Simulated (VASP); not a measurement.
## Fe: single point with LDA

The system is Fe.

```
Fe
1.0
    -1.37162    1.37162    1.37162
     1.37162   -1.37162    1.37162
     1.37162    1.37162   -1.37162
Fe
1
Direct
  0.00000 0.00000 0.00000
```

```
Program                : VASP 6.6.1
Task                   : single point
Functional             : LDA
Potentials or basis    : VASP PAW LDA potentials, release 64 (Fe)
Cutoff                 : 520 eV
k mesh                 : 11 × 11 × 11
Occupations            : methfessel-paxton, width 0.1 eV
Spin                   : collinear spin, ferromagnetic start
Starting moments       : [3.5] μB
Dipole correction      : no
Further INCAR settings : ALGO = Normal; EDIFF = 1e-06; NBANDS = 14
```

| Quantity | Value |
| --- | --- |
| Pressure | -0.6 GPa |
| Net moment | 1.85 μB per cell |
| Site moments | Fe +1.82 μB |
| Valence electrons inside the program's atomic spheres | Fe 7.50 |

Levels at points of the mesh, in eV from the Fermi level:
Spin up:
| k point | band 1 | band 2 | band 3 | band 4 | band 5 | band 6 | band 7 | band 8 | band 9 | band 10 |
| --- | --- | --- | --- | --- | --- | --- | --- | --- | --- | --- |
| (0.00, 0.00, 0.00) | -9.15 | -2.50 | -2.50 | -2.50 | -0.94 | -0.94 | 25.75 | 25.75 | 25.75 | 31.54 |
Spin down:
| k point | band 1 | band 2 | band 3 | band 4 | band 5 | band 6 |
| --- | --- | --- | --- | --- | --- | --- |
| (0.00, 0.00, 0.00) | -8.80 | -1.01 | -1.01 | -1.01 | 1.08 | 1.08 |

It took 34 s on 1 thread of AMD EPYC 7R13, with other jobs on the host, peak memory 0.1 GiB.
